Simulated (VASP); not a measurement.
# Ge2Sb2Te5 (P-3m1) in VASP: further runs

Runs on Ge2Sb2Te5. Level: PBE. Tasks: single point.

All numbers are computed with VASP 6.6.1; they aren't measurements. Logs are shortened: lines on timing, memory, paths and dates and some standing lists are left out, and cuts for length are marked.

## Step 1: The cell of the first run

It takes space group P-3m1 (No. 164, trigonal). Conventional cell: a = 4.023 Å, b = 4.023 Å, c = 18.691 Å, α = 90.00°, β = 90.00°, γ = 120.00°. Within 3.6 Å of Ge (site symmetry 3m) lie 6 Te at 2.75 to 3.27 Å. Within 4.1 Å of Sb (site symmetry 3m) lie 6 Te at 2.94 to 3.13 Å and 6 Sb at 4.02 Å. Te (site symmetry -3m) has 6 Sb at 3.13 Å and 6 Te at 4.02 Å within 4.1 Å. Within 4.1 Å of Te (site symmetry 3m) lie 3 Sb at 2.94 Å and 3 Ge at 3.27 Å and 6 Te at 4.02 Å. Within 3.6 Å of Te (site symmetry 3m) lie 3 Ge at 2.75 Å.

## Step 2: Single point, PBE (29.11 Å³/atom)

The input, INCAR:

```
SYSTEM = Ge2Sb2Te5
ALGO = Normal ; EDIFF = 1E-6
ENCUT = 520 ; GGA = PE
ISIF = 2 ; ISMEAR = 0
LASPH = .True. ; LCHARG = .False.
LREAL = .False. ; LWAVE = .False.
NBANDS = 44 ; NELM = 60
PREC = Accurate ; SIGMA = 0.03
```

The input, KPOINTS:

```
k-points
0
Gamma
  12 12 2
  0 0 0
```

The input, POSCAR:

```
Ge2Sb2Te5
1.0
    4.0232552465      0.0000000000      0.0000000000
   -2.0116276233      3.4842412494      0.0000000000
    0.0000000000      0.0000000000     18.6908368987
Ge Sb Te
2 2 5
Direct
    0.0000000000      0.0000000000      0.3314713560
    0.0000000000      0.0000000000      0.6685286440
    0.3333333333      0.6666666667      0.1121550832
    0.6666666667      0.3333333333      0.8878449168
    0.0000000000      0.0000000000      0.0000000000
    0.3333333333      0.6666666667      0.7913602895
    0.6666666667      0.3333333333      0.2086397105
    0.3333333333      0.6666666667      0.4097504733
    0.6666666667      0.3333333333      0.5902495267
```

Potentials or basis: VASP PAW PBE potentials, release 64 (Ge_d, Sb, Te).

Launch:

```console
$ cat potpaw_PBE.64/Ge_d/POTCAR potpaw_PBE.64/Sb/POTCAR potpaw_PBE.64/Te/POTCAR > POTCAR
$ mpirun -np 1 vasp_std > vasp.out
```

OUTCAR:

```text
SYSTEM = Ge2Sb2Te5
   EDIFF = 1E-6
   ENCUT = 520
   GGA = PE
   ISIF = 2
   ISMEAR = 0
   LASPH = .True.
   LREAL = .False.
   NELM = 60
   PREC = Accurate

 ion  position               nearest neighbor table
   1  0.000  0.000  0.331-   8 2.75   8 2.75   8 2.75   7 3.27   7 3.27   7 3.27
   2  0.000  0.000  0.669-   9 2.75   9 2.75   9 2.75   6 3.27   6 3.27   6 3.27
   3  0.333  0.667  0.112-   7 2.94   7 2.94   7 2.94   5 3.13   5 3.13   5 3.13
   4  0.667  0.333  0.888-   6 2.94   6 2.94   6 2.94   5 3.13   5 3.13   5 3.13
   5  0.000  0.000  0.000-   3 3.13   4 3.13   4 3.13   3 3.13   4 3.13   3 3.13
   6  0.333  0.667  0.791-   4 2.94   4 2.94   4 2.94   2 3.27   2 3.27   2 3.27
   7  0.667  0.333  0.209-   3 2.94   3 2.94   3 2.94   1 3.27   1 3.27   1 3.27
   8  0.333  0.667  0.410-   1 2.75   1 2.75   1 2.75
   9  0.667  0.333  0.590-   2 2.75   2 2.75   2 2.75

  LATTYP: Found a hexagonal cell.
 ALAT       =     4.0232552465
 C/A-ratio  =     4.6457000000

  Lattice vectors:

 A1 = (   4.0232552465,   0.0000000000,   0.0000000000)
 A2 = (  -2.0116276233,   3.4842412494,   0.0000000000)
 A3 = (   0.0000000000,   0.0000000000,  18.6908368987)

Analysis of symmetry for initial positions (statically):
=====================================================================
 Subroutine PRICEL returns:
 Original cell was already a primitive cell.

 Routine SETGRP: Setting up the symmetry group for a
 hexagonal supercell.

 Subroutine GETGRP returns: Found 12 space group operations
 (whereof 12 operations were pure point group operations)
 out of a pool of 24 trial point group operations.

The static configuration has the point symmetry D_3d.

Analysis of symmetry for dynamics (positions and initial velocities):
=====================================================================
 Subroutine PRICEL returns:
 Original cell was already a primitive cell.

 Routine SETGRP: Setting up the symmetry group for a
 hexagonal supercell.

 Subroutine GETGRP returns: Found 12 space group operations
 (whereof 12 operations were pure point group operations)
 out of a pool of 24 trial point group operations.

The dynamic configuration has the point symmetry D_3d.

 Subroutine INISYM returns: Found 12 space group operations
 (whereof 12 operations are pure point group operations),
 and found     1 'primitive' translations

----------------------------------------------------------------------------------------

                                     Primitive cell

  volume of cell :     262.0080

  direct lattice vectors                    reciprocal lattice vectors
     4.023255246  0.000000000  0.000000000     0.248554948  0.143503266  0.000000000
    -2.011627623  3.484241249  0.000000000     0.000000000  0.287006533  0.000000000
     0.000000000  0.000000000 18.690836899     0.000000000  0.000000000  0.053502152

  length of vectors
     4.023255246  4.023255247 18.690836899     0.287006533  0.287006533  0.053502152

  position of ions in fractional coordinates (direct lattice)
     0.000000000  0.000000000  0.331471356
     0.000000000  0.000000000  0.668528644
     0.333333333  0.666666667  0.112155083
     0.666666667  0.333333333  0.887844917
     0.000000000  0.000000000  0.000000000
     0.333333333  0.666666667  0.791360289
     0.666666667  0.333333333  0.208639711
     0.333333333  0.666666667  0.409750473
     0.666666667  0.333333333  0.590249527

  ion indices of the primitive-cell ions
   primitive index   ion index
                 1           1
                 2           2
                 3           3
                 4           4
                 5           5
                 6           6
                 7           7
                 8           8
                 9           9

----------------------------------------------------------------------------------------

 KPOINTS: k-points

Automatic generation of k-mesh.
 Grid dimensions read from file:
 generate k-points for:   12   12    2

 Generating k-lattice:

  Cartesian coordinates                     Fractional coordinates (reciprocal lattice)
     0.020712912  0.011958606  0.000000000     0.083333333  0.000000000  0.000000000
     0.000000000  0.023917211  0.000000000     0.000000000  0.083333333  0.000000000
     0.000000000  0.000000000  0.026751076     0.000000000  0.000000000  0.500000000

  Length of vectors
     0.023917211  0.023917211  0.026751076

  Shift w.r.t. Gamma in fractional coordinates (k-lattice)
     0.000000000  0.000000000  0.000000000

 Subroutine IBZKPT returns following result:
 ===========================================

 Found     38 irreducible k-points:

 Following reciprocal coordinates:
            Coordinates               Weight
  0.000000  0.000000  0.000000      1.000000
  0.083333  0.000000  0.000000      6.000000
  0.166667  0.000000  0.000000      6.000000
  0.250000  0.000000  0.000000      6.000000
  0.333333  0.000000  0.000000      6.000000
  0.416667  0.000000  0.000000      6.000000
[... 16 lines left out ...]
  0.250000  0.000000  0.500000      6.000000
  0.333333  0.000000  0.500000      6.000000
 [... further k-points ...]
   k-points           NKPTS =     38   k-points in BZ     NKDIM =     38   number of bands    NBANDS=     44
   number of dos      NEDOS =    301   number of ions     NIONS =      9
   total plane-waves  NPLWV = 126000
   dimension x,y,z NGX =    30 NGY =   30 NGZ =  140
   dimension x,y,z NGXF=    60 NGYF=   60 NGZF=  280
   ions per type =               2   2   5
   NGX,Y,Z   is equivalent  to a cutoff of  12.40, 12.40, 12.45 a.u.
   NGXF,Y,Z  is equivalent  to a cutoff of  24.79, 24.79, 24.90 a.u.
 SYSTEM =  Ge2Sb2Te5
   PREC   = accura    normal or accurate (medium, high low for compatibility)
   ISTART =      0    job   : 0-new  1-cont  2-samecut
   ICHARG =      2    charge: 1-file 2-atom 10-const
   ISPIN  =      1    spin polarized calculation?
   LNONCOLLINEAR =      F non collinear calculations
   LSORBIT =      F    spin-orbit coupling
   LASPH  =      T    aspherical Exc in radial PAW
   ENCUT  =  520.0 eV  38.22 Ry    6.18 a.u.   7.48  7.48 34.75*2*pi/ulx,y,z
   NELM   =     60;   NELMIN=  2; NELMDL= -5     # of ELM steps
   EDIFF  = 0.1E-05   stopping-criterion for ELM
   LREAL  =      F    real-space projection
   EDIFFG = 0.1E-04   stopping-criterion for IOM
   NSW    =      0    number of steps for IOM
   IBRION =     -1    ionic relax: 0-MD 1-quasi-New 2-CG
   NFREE  =      0    steps in history (QN), initial steepest desc. (CG)
   ISIF   =      2    stress and relaxation
   ISYM   =      2    0-nonsym 1-usesym 2-fastsym
   POTIM  = 0.5000    time-step for ionic-motion
   TEBEG  =    0.0;   TEEND  =   0.0 temperature during run
   PSTRESS=    0.0 pullay stress
   NELECT =      68.0000    total number of electrons
   NUPDOWN=      -1.0000    fix difference up-down
   EMIN   =  10.00;   EMAX   =-10.00  energy-range for DOS
   EFERMI =   0.00;   METHOD = LEGACY
   ISMEAR =     0;   SIGMA  =   0.03  broadening in eV -4-tet -1-fermi 0-gaus
   EFERMI_NEDOS =   21; number of points for ismear=-14 and -15
   IALGO  =     38    algorithm
   IMIX   =      4    mixing-type and parameters
     AMIX     =   0.40;   BMIX     =  1.00
     AMIX_MAG =   1.60;   BMIX_MAG =  1.00
  volume/ion in A,a.u.               =      29.11       196.46
  Fermi-wavevector in a.u.,A,eV,Ry     =   1.044254  1.973355 14.836706  1.090467
  Thomas-Fermi vector in A             =   2.178999
   LORBIT       =      0    0 simple, 1 ext, 2 COOP (PROOUT), +10 PAW based schemes
   GGA     = PE    functional components
   LHFCALC =     F    Hartree Fock is set to
   AEXX    =    0.0000 exact exchange contribution
   IVDW    =     0    specifies the selected vdW correction
   LEPSILON=     F    determine dielectric tensor
   LRPA    =     F    only Hartree local field effects (RPA)
 non-spin polarized calculation
 Gauss-broadening in eV      SIGMA  =   0.03
  energy-cutoff  :      520.00
  volume of cell :      262.01
 maximum number of plane-waves:      7097
 NGX is ok and might be reduce to    30
   NGX = 15   NGY = 15   NGZ = 69

 number of electron      68.0000001 magnetization

 Free energy of the ion-electron system (eV)
  ---------------------------------------------------
  ext. energy  EPLUGINS =         0.00000000
  ---------------------------------------------------
  free energy    TOTEN  =       -33.37706701 eV

  energy without entropy =      -33.37524215  energy(sigma->0) =      -33.37615458

 E-fermi :   6.8808     XC(G=0):  -9.5637

 val. band max:        6.8698442636   @ k =   0.3333   0.0000   0.5000
 cond. band min:       6.8855693360   @ k =   0.4167   0.1667   0.0000
 fundamental gap:      0.0157250724
 Fermi energy:         6.8808031313

 k-point     1 :       0.0000    0.0000    0.0000
  band No.  band energies     occupation
      1     -18.0542      2.00000
      2     -18.0542      2.00000
      3     -18.0542      2.00000
      4     -18.0542      2.00000
      5     -18.0381      2.00000
      6     -18.0381      2.00000
[... 36 lines left out ...]
     43       9.0274      0.00000
     44       9.3143      0.00000

 k-point     2 :       0.0833    0.0000    0.0000
  band No.  band energies     occupation
      1     -18.0544      2.00000
      2     -18.0544      2.00000
      3     -18.0539      2.00000
      4     -18.0539      2.00000
      5     -18.0383      2.00000
      6     -18.0383      2.00000
[... 36 lines left out ...]
     43       9.3448      0.00000
     44       9.3648      0.00000

 k-point     3 :       0.1667    0.0000    0.0000
  band No.  band energies     occupation
      1     -18.0551      2.00000
      2     -18.0551      2.00000
      3     -18.0531      2.00000
      4     -18.0531      2.00000
      5     -18.0387      2.00000
      6     -18.0387      2.00000
[... 36 lines left out ...]
     43       9.6286      0.00000
     44       9.8218      0.00000

 k-point     4 :       0.2500    0.0000    0.0000
  band No.  band energies     occupation
      1     -18.0560      2.00000
      2     -18.0560      2.00000
      3     -18.0520      2.00000
      4     -18.0520      2.00000
      5     -18.0394      2.00000
      6     -18.0394      2.00000
[... 882 lines left out ...]
     43       9.5830      0.00000
     44       9.7877      0.00000

 k-point    23 :       0.2500    0.0000    0.5000
  band No.  band energies     occupation
      1     -18.0560      2.00000
      2     -18.0560      2.00000
      3     -18.0520      2.00000
      4     -18.0520      2.00000
      5     -18.0394      2.00000
      6     -18.0394      2.00000
[... 36 lines left out ...]
     43       9.9699      0.00000
     44      10.1482      0.00000

 k-point    24 :       0.3333    0.0000    0.5000
  band No.  band energies     occupation
      1     -18.0570      2.00000
      2     -18.0570      2.00000
      3     -18.0510      2.00000
      4     -18.0510      2.00000
      5     -18.0400      2.00000
      6     -18.0400      2.00000
[... 36 lines left out ...]
     43       9.8375      0.00000
     44      10.0204      0.00000

 [... further k-points ...]

------------------------ aborting loop because EDIFF is reached ----------------------------------------

  FORCE on cell =-STRESS in cart. coord.  units (eV):
  Direction    XX          YY          ZZ          XY          YZ          ZX
  --------------------------------------------------------------------------------------
  -------------------------------------------------------------------------------------
  Total        9.0819688      9.0819688      4.2852041     -0.0000000      0.0000000      0.0000000
  in kB       55.5361840     55.5361840     26.2039971     -0.0000000      0.0000000      0.0000000
  external PRESSURE =      45.7587883 kB  Pullay stress =       0.0000000 kB

 VOLUME and BASIS-vectors are now :
 -----------------------------------------------------------------------------
  energy-cutoff  :      520.00
  volume of cell :      262.01
      direct lattice vectors                 reciprocal lattice vectors
     4.023255246  0.000000000  0.000000000     0.248554948  0.143503266  0.000000000
    -2.011627623  3.484241249  0.000000000     0.000000000  0.287006533  0.000000000
     0.000000000  0.000000000 18.690836899     0.000000000  0.000000000  0.053502152

 POSITION                                       TOTAL-FORCE (eV/Angst)
 -----------------------------------------------------------------------------------
      0.00000      0.00000      6.19548        -0.000000      0.000000     -0.327501
      0.00000      0.00000     12.49536        -0.000000     -0.000000      0.327501
     -0.00000      2.32283      2.09627         0.000000     -0.000000     -0.322657
      2.01163      1.16141     16.59456         0.000000     -0.000000      0.322657
      0.00000      0.00000      0.00000         0.000000     -0.000000      0.000000
     -0.00000      2.32283     14.79119         0.000000     -0.000000     -0.470563
      2.01163      1.16141      3.89965        -0.000000      0.000000      0.470563
     -0.00000      2.32283      7.65858         0.000000     -0.000000      0.360835
      2.01163      1.16141     11.03226        -0.000000     -0.000000     -0.360835
 -----------------------------------------------------------------------------------
    total drift:                               -0.000000     -0.000000      0.000000

  FREE ENERGIE OF THE ION-ELECTRON SYSTEM (eV)
  ---------------------------------------------------
  free  energy   TOTEN  =       -33.3770670110 eV

  energy  without entropy=      -33.3752421514  energy(sigma->0) =      -33.37615458
```

It took 6.9 min on 1 thread of AMD EPYC 9R45 (Zen 5), shared host; peak memory 0.56 GiB.

Results:

```yaml
Free_energy: -33.3771 eV
Pressure: 4.6 GPa
Largest_force: 0.471 eV/Å
Band_gap_on_the_k_mesh: zero (bands 34 and 35 overlap by 0.48 eV)
```

Forces on the atoms (eV/Å):
```
Ge   0.000  0.000 -0.328
Ge   0.000  0.000  0.328
Sb   0.000  0.000 -0.323
Sb   0.000  0.000  0.323
Te   0.000  0.000  0.000
Te   0.000  0.000 -0.471
Te   0.000  0.000  0.471
Te   0.000  0.000  0.361
Te   0.000  0.000 -0.361
```

Stress tensor (GPa, compression positive):
```
5.55 0.00 0.00
0.00 5.55 0.00
0.00 0.00 2.62
```

Levels at points of the mesh, in eV from the Fermi level:
```tsv
k point	band 31	band 32	band 33	band 34	band 35	band 36	band 37	band 38
(0.00, 0.00, 0.00)	-1.07	-0.86	-0.74	0.38	0.58	0.58	0.58	1.39
(0.50, 0.00, 0.00)	-2.43	-1.68	-1.52	-1.29	-0.10	0.45	0.79	1.39
(0.00, 0.00, 0.50)	-1.07	-1.07	-0.32	0.25	0.59	0.59	0.63	1.35
(0.50, 0.00, 0.50)	-2.30	-2.25	-1.65	-0.82	0.11	0.33	0.73	1.47
```

Caveat: the cell stands under pressure; spin-orbit coupling is left out, which moves the levels of the heavy elements; this functional lacks dispersion, which binds layers or chains, so the pressure and a relaxed spacing across them are unreliable.

(Continued in part 2 of 2.)
